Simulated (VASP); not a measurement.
# Ag (Cmcm) in VASP: single point with r2SCAN

Aim: the single point of Ag with r2SCAN.

All numbers are computed with VASP 6.6.1; they aren't measurements. Logs are shortened: lines on timing, memory, paths and dates and some standing lists are left out, and cuts for length are marked.

### 1 The cell of the first run

The structure is orthorhombic, space group Cmcm (No. 63). The conventional cell has a = 4.683 Å, b = 3.311 Å, c = 4.683 Å, α = 90.00°, β = 90.00°, γ = 90.00°. Within 3.6 Å of Ag (site symmetry m2m) lie 14 Ag at 2.74 to 3.32 Å.

### 2 Single point, r2SCAN (atoms displaced along a vibrational mode)

POSCAR

```
Ag
1.0
   -1.6556540000      1.6556540000      1.6556540000
    1.6556540000     -1.6556540000      1.6556540000
    3.3113080000      3.3113080000      0.0000000000
Ag
2
Direct
   -0.0339744898     -0.0339744898      0.0000000000
    0.5339744898      0.5339744898      0.5000000000
```

INCAR.step1

```
SYSTEM = Ag
ALGO = Normal ; EDIFF = 1E-4
ENCUT = 520 ; GGA = PE
ISMEAR = 0 ; LASPH = .True.
LCHARG = .False. ; LREAL = .False.
LWAVE = .True. ; NBANDS = 18
NELM = 100 ; PREC = Accurate
SIGMA = 0.15
```

INCAR.step2

```
SYSTEM = Ag
ALGO = Normal ; EDIFF = 1E-7
ENCUT = 520 ; ISIF = 2
ISMEAR = 0 ; ISTART = 1
LASPH = .True. ; LCHARG = .False.
LMIXTAU = .True. ; LREAL = .False.
LWAVE = .False. ; METAGGA = R2SCAN
NBANDS = 18 ; NELM = 100
PREC = Accurate ; SIGMA = 0.15
```

KPOINTS

```
k-points
0
Gamma
  18 18 10
  0 0 0
```

Potentials or basis: VASP PAW PBE potentials, release 64 (Ag).

Command:

```bash
> cat potpaw_PBE.64/Ag/POTCAR > POTCAR
> cp INCAR.step1 INCAR
> mpirun -np 1 vasp_std > vasp.out
> cp INCAR.step2 INCAR
> mpirun -np 1 vasp_std > vasp.out
```

OUTCAR:

```text
SYSTEM = Ag
   EDIFF = 1E-7
   ENCUT = 520
   ISIF = 2
   ISMEAR = 0
   ISTART = 1
   LASPH = .True.
   LREAL = .False.
   METAGGA = R2SCAN
   NELM = 100
   PREC = Accurate

 ion  position               nearest neighbor table
   1  0.966  0.966  0.000-   2 2.74   2 2.74   2 3.00   2 3.00   2 3.32   2 3.32   2 3.32   2 3.32

   2  0.534  0.534  0.500-   1 2.74   1 2.74   1 3.00   1 3.00   1 3.32   1 3.32   1 3.32   1 3.32

  LATTYP: Found a base centered orthorhombic cell.
 ALAT       =     3.3113080000
 B/A-ratio  =     1.4142135624
 C/A-ratio  =     1.4142135624

  Lattice vectors:

 A1 = (  -1.6556540000,   1.6556540000,   1.6556540000)
 A2 = (   1.6556540000,  -1.6556540000,   1.6556540000)
 A3 = (   3.3113080000,   3.3113080000,   0.0000000000)

Analysis of symmetry for initial positions (statically):
=====================================================================
 Subroutine PRICEL returns:
 Original cell was already a primitive cell.

 Routine SETGRP: Setting up the symmetry group for a
 base centered orthorhombic supercell.

 Subroutine GETGRP returns: Found  8 space group operations
 (whereof  4 operations were pure point group operations)
 out of a pool of  8 trial point group operations.

The static configuration has the point symmetry C_2v.
 The point group associated with its full space group is D_2h.

Analysis of symmetry for dynamics (positions and initial velocities):
=====================================================================
 Subroutine PRICEL returns:
 Original cell was already a primitive cell.

 Routine SETGRP: Setting up the symmetry group for a
 base centered orthorhombic supercell.

 Subroutine GETGRP returns: Found  8 space group operations
 (whereof  4 operations were pure point group operations)
 out of a pool of  8 trial point group operations.

The dynamic configuration has the point symmetry C_2v.
 The point group associated with its full space group is D_2h.

 Subroutine INISYM returns: Found  8 space group operations
 (whereof  4 operations are pure point group operations),
 and found     1 'primitive' translations

----------------------------------------------------------------------------------------

                                     Primitive cell

  volume of cell :      36.3077

  direct lattice vectors                    reciprocal lattice vectors
    -1.655654000  1.655654000  1.655654000    -0.150997733  0.150997733  0.301995465
     1.655654000 -1.655654000  1.655654000     0.150997733 -0.150997733  0.301995465
     3.311308000  3.311308000  0.000000000     0.150997733  0.150997733  0.000000000

  length of vectors
     2.867676848  2.867676848  4.682896683     0.369867397  0.369867397  0.213543041

  position of ions in fractional coordinates (direct lattice)
     0.966025510  0.966025510  0.000000000
     0.533974490  0.533974490  0.500000000

  ion indices of the primitive-cell ions
   primitive index   ion index
                 1           1
                 2           2

----------------------------------------------------------------------------------------

 KPOINTS: k-points

Automatic generation of k-mesh.
 Grid dimensions read from file:
 generate k-points for:   18   18   10

 Generating k-lattice:

  Cartesian coordinates                     Fractional coordinates (reciprocal lattice)
    -0.008388763  0.008388763  0.016777526     0.055555556  0.000000000  0.000000000
     0.008388763 -0.008388763  0.016777526     0.000000000  0.055555556  0.000000000
     0.015099773  0.015099773  0.000000000     0.000000000  0.000000000  0.100000000

  Length of vectors
     0.020548189  0.020548189  0.021354304

  Shift w.r.t. Gamma in fractional coordinates (k-lattice)
     0.000000000  0.000000000  0.000000000

 Subroutine IBZKPT returns following result:
 ===========================================

 Found    546 irreducible k-points:

 Following reciprocal coordinates:
            Coordinates               Weight
  0.000000  0.000000  0.000000      1.000000
  0.055556  0.000000  0.000000      4.000000
  0.111111  0.000000  0.000000      4.000000
  0.166667  0.000000  0.000000      4.000000
  0.222222  0.000000  0.000000      4.000000
  0.277778  0.000000  0.000000      4.000000
[... 16 lines left out ...]
 -0.277778  0.055556  0.000000      4.000000
 -0.222222  0.055556  0.000000      4.000000
 [... further k-points ...]
   k-points           NKPTS =    546   k-points in BZ     NKDIM =    546   number of bands    NBANDS=     18
   number of dos      NEDOS =    301   number of ions     NIONS =      2
   total plane-waves  NPLWV =  20736
   dimension x,y,z NGX =    24 NGY =   24 NGZ =   36
   dimension x,y,z NGXF=    48 NGYF=   48 NGZF=   72
   ions per type =               2
   NGX,Y,Z   is equivalent  to a cutoff of  13.91, 13.91, 12.78 a.u.
   NGXF,Y,Z  is equivalent  to a cutoff of  27.83, 27.83, 25.56 a.u.
 SYSTEM =  Ag
   PREC   = accura    normal or accurate (medium, high low for compatibility)
   ISTART =      1    job   : 0-new  1-cont  2-samecut
   ICHARG =      0    charge: 1-file 2-atom 10-const
   ISPIN  =      1    spin polarized calculation?
   LNONCOLLINEAR =      F non collinear calculations
   LSORBIT =      F    spin-orbit coupling
   LASPH  =      T    aspherical Exc in radial PAW
   ENCUT  =  520.0 eV  38.22 Ry    6.18 a.u.   5.33  5.33  8.71*2*pi/ulx,y,z
   NELM   =    100;   NELMIN=  2; NELMDL=  0     # of ELM steps
   EDIFF  = 0.1E-06   stopping-criterion for ELM
   LREAL  =      F    real-space projection
   EDIFFG = 0.1E-05   stopping-criterion for IOM
   NSW    =      0    number of steps for IOM
   IBRION =     -1    ionic relax: 0-MD 1-quasi-New 2-CG
   NFREE  =      0    steps in history (QN), initial steepest desc. (CG)
   ISIF   =      2    stress and relaxation
   ISYM   =      2    0-nonsym 1-usesym 2-fastsym
   POTIM  = 0.5000    time-step for ionic-motion
   TEBEG  =    0.0;   TEEND  =   0.0 temperature during run
   PSTRESS=    0.0 pullay stress
   NELECT =      22.0000    total number of electrons
   NUPDOWN=      -1.0000    fix difference up-down
   EMIN   =  10.00;   EMAX   =-10.00  energy-range for DOS
   EFERMI =   0.00;   METHOD = LEGACY
   ISMEAR =     0;   SIGMA  =   0.15  broadening in eV -4-tet -1-fermi 0-gaus
   EFERMI_NEDOS =   21; number of points for ismear=-14 and -15
   IALGO  =     38    algorithm
   IMIX   =      4    mixing-type and parameters
     AMIX     =   0.40;   BMIX     =  1.00
     AMIX_MAG =   1.60;   BMIX_MAG =  1.00
  volume/ion in A,a.u.               =      18.15       122.51
  Fermi-wavevector in a.u.,A,eV,Ry     =   1.385318  2.617871 26.111022  1.919106
  Thomas-Fermi vector in A             =   2.509739
   LORBIT       =      0    0 simple, 1 ext, 2 COOP (PROOUT), +10 PAW based schemes
   METAGGA = R2SCAN    functional components
   LHFCALC =     F    Hartree Fock is set to
   AEXX    =    0.0000 exact exchange contribution
   IVDW    =     0    specifies the selected vdW correction
   LEPSILON=     F    determine dielectric tensor
   LRPA    =     F    only Hartree local field effects (RPA)
 non-spin polarized calculation
 Gauss-broadening in eV      SIGMA  =   0.15
  energy-cutoff  :      520.00
  volume of cell :       36.31
 maximum number of plane-waves:       993
 NGX is ok and might be reduce to    24
   NGX = 11   NGY = 11   NGZ = 17

 number of electron      22.0000005 magnetization

 Free energy of the ion-electron system (eV)
  ---------------------------------------------------
  ext. energy  EPLUGINS =         0.00000000
  ---------------------------------------------------
  free energy    TOTEN  =       -42.58605244 eV

  energy without entropy =      -42.57977080  energy(sigma->0) =      -42.58291162

 E-fermi :   7.6531     XC(G=0): -12.5298

 val. band max:        7.6402928081   @ k =  -0.4444   0.1667   0.5000
 cond. band min:       7.6875404887   @ k =   0.1111   0.1111   0.2000
 fundamental gap:      0.0472476806
 Fermi energy:         7.6531210010

 k-point     1 :       0.0000    0.0000    0.0000
  band No.  band energies     occupation
      1       0.1187      2.00000
      2       1.2817      2.00000
      3       1.8776      2.00000
      4       2.4904      2.00000
      5       2.5330      2.00000
      6       2.6023      2.00000
[... 10 lines left out ...]
     17      26.2044      0.00000
     18      26.2586      0.00000

 k-point     2 :       0.0556    0.0000    0.0000
  band No.  band energies     occupation
      1       0.1939      2.00000
      2       1.3238      2.00000
      3       1.8937      2.00000
      4       2.4928      2.00000
      5       2.5629      2.00000
      6       2.5978      2.00000
[... 10 lines left out ...]
     17      26.0152      0.00000
     18      26.2687      0.00000

 k-point     3 :       0.1111    0.0000    0.0000
  band No.  band energies     occupation
      1       0.4133      2.00000
      2       1.4400      2.00000
      3       1.9423      2.00000
      4       2.4650      2.00000
      5       2.5830      2.00000
      6       2.6905      2.00000
[... 10 lines left out ...]
     17      25.5634      0.00000
     18      26.4247      0.00000

 k-point     4 :       0.1667    0.0000    0.0000
  band No.  band energies     occupation
      1       0.7551      2.00000
      2       1.5941      2.00000
      3       2.0301      2.00000
      4       2.4173      2.00000
      5       2.5534      2.00000
      6       2.9175      2.00000
[... 10 lines left out ...]
     17      24.7633      0.00000
     18      26.6443      0.00000

 k-point     5 :       0.2222    0.0000    0.0000
  band No.  band energies     occupation
      1       1.1692      2.00000
      2       1.7217      2.00000
      3       2.1787      2.00000
      4       2.3725      2.00000
      5       2.5029      2.00000
      6       3.0402      2.00000
[... 10 lines left out ...]
     17      23.3305      0.00000
     18      26.1168      0.00000

 k-point     6 :       0.2778    0.0000    0.0000
  band No.  band energies     occupation
      1       1.5514      2.00000
      2       1.7833      2.00000
      3       2.3216      2.00000
      4       2.4251      2.00000
      5       2.4435      2.00000
      6       2.7690      2.00000
[... 10 lines left out ...]
     17      21.9212      0.00000
     18      25.0209      0.00000

 k-point     7 :       0.3333    0.0000    0.0000
  band No.  band energies     occupation
      1       1.7283      2.00000
      2       1.8306      2.00000
      3       2.3166      2.00000
      4       2.4161      2.00000
      5       2.5654      2.00000
      6       2.6922      2.00000
[... 10 lines left out ...]
     17      21.8462      0.00000
     18      24.1189      0.00000

 k-point     8 :       0.3889    0.0000    0.0000
  band No.  band energies     occupation
      1       1.7257      2.00000
      2       1.8631      2.00000
      3       2.1969      2.00000
      4       2.4398      2.00000
      5       2.5643      2.00000
      6       2.9245      2.00000
[... 10 lines left out ...]
     17      21.7796      0.00000
     18      23.4267      0.00000
[... 229 lines left out ...]
     17      20.5784      0.00000
     18      23.8385      0.00000

 k-point    20 :      -0.4444    0.0556    0.0000
  band No.  band energies     occupation
      1       1.7827      2.00000
      2       1.9388      2.00000
      3       2.0861      2.00000
      4       2.3399      2.00000
      5       2.5801      2.00000
      6       2.9287      2.00000
[... 10 lines left out ...]
     17      21.0594      0.00000
     18      23.8168      0.00000

 k-point    21 :      -0.3889    0.0556    0.0000
  band No.  band energies     occupation
      1       1.8284      2.00000
      2       1.9598      2.00000
      3       2.1645      2.00000
      4       2.4004      2.00000
      5       2.4175      2.00000
      6       2.7189      2.00000
[... 10 lines left out ...]
     17      21.7005      0.00000
     18      23.8965      0.00000

 k-point    22 :      -0.3333    0.0556    0.0000
  band No.  band energies     occupation
      1       1.8043      2.00000
      2       1.9244      2.00000
      3       2.2718      2.00000
      4       2.2741      2.00000
      5       2.4918      2.00000
      6       2.5197      2.00000
[... 10 lines left out ...]
     17      22.4958      0.00000
     18      23.9684      0.00000

 k-point    23 :      -0.2778    0.0556    0.0000
  band No.  band energies     occupation
      1       1.5018      2.00000
      2       1.8665      2.00000
      3       2.2762      2.00000
      4       2.3156      2.00000
      5       2.3726      2.00000
      6       2.7107      2.00000
[... 10 lines left out ...]
     17      23.3514      0.00000
     18      24.0325      0.00000

 k-point    24 :      -0.2222    0.0556    0.0000
  band No.  band energies     occupation
      1       1.0820      2.00000
      2       1.7372      2.00000
      3       2.1993      2.00000
      4       2.3488      2.00000
      5       2.4523      2.00000
      6       2.9591      2.00000
[... 10 lines left out ...]
     17      23.7070      0.00000
     18      25.1760      0.00000

 [... further k-points ...]

------------------------ aborting loop because EDIFF is reached ----------------------------------------

  FORCE on cell =-STRESS in cart. coord.  units (eV):
  Direction    XX          YY          ZZ          XY          YZ          ZX
  --------------------------------------------------------------------------------------
  -------------------------------------------------------------------------------------
  Total       -0.5541463     -0.5541463     -0.7487166      0.2142280     -0.0000000      0.0000000
  in kB      -24.4532339    -24.4532339    -33.0391854      9.4534013     -0.0000000      0.0000000
  external PRESSURE =     -27.3152177 kB  Pullay stress =       0.0000000 kB

 VOLUME and BASIS-vectors are now :
 -----------------------------------------------------------------------------
  energy-cutoff  :      520.00
  volume of cell :       36.31
      direct lattice vectors                 reciprocal lattice vectors
    -1.655654000  1.655654000  1.655654000    -0.150997733  0.150997733  0.301995465
     1.655654000 -1.655654000  1.655654000     0.150997733 -0.150997733  0.301995465
     3.311308000  3.311308000  0.000000000     0.150997733  0.150997733  0.000000000

 POSITION                                       TOTAL-FORCE (eV/Angst)
 -----------------------------------------------------------------------------------
      0.00000      0.00000      3.19881         0.000000      0.000000      0.426177
      1.65565      1.65565      1.76815        -0.000000     -0.000000     -0.426177
 -----------------------------------------------------------------------------------
    total drift:                                0.000000      0.000000     -0.000000

  FREE ENERGIE OF THE ION-ELECTRON SYSTEM (eV)
  ---------------------------------------------------
  free  energy   TOTEN  =       -42.5860524359 eV

  energy  without entropy=      -42.5797707970  energy(sigma->0) =      -42.58291162
```

Wall time 25 min (1 thread of Oxide Virtual Turin-like, shared host); peak memory 0.36 GiB.

Results:

* Free energy: -42.5861 eV
* Pressure: -2.7 GPa
* Largest force: 0.426 eV/Å
* Band gap on the k mesh: zero (bands 11 and 12 overlap by 8.47 eV)

Forces on the atoms (eV/Å):
```
Ag   0.000  0.000  0.426
Ag   0.000  0.000 -0.426
```

Caveat: the cell differs from its parent crystal (atoms displaced along a vibrational mode); the PAW data sets were made with another functional, which shifts forces and pressure a little.

The gap in the log of VASP goes by the Fermi energy; the results here count the filled bands.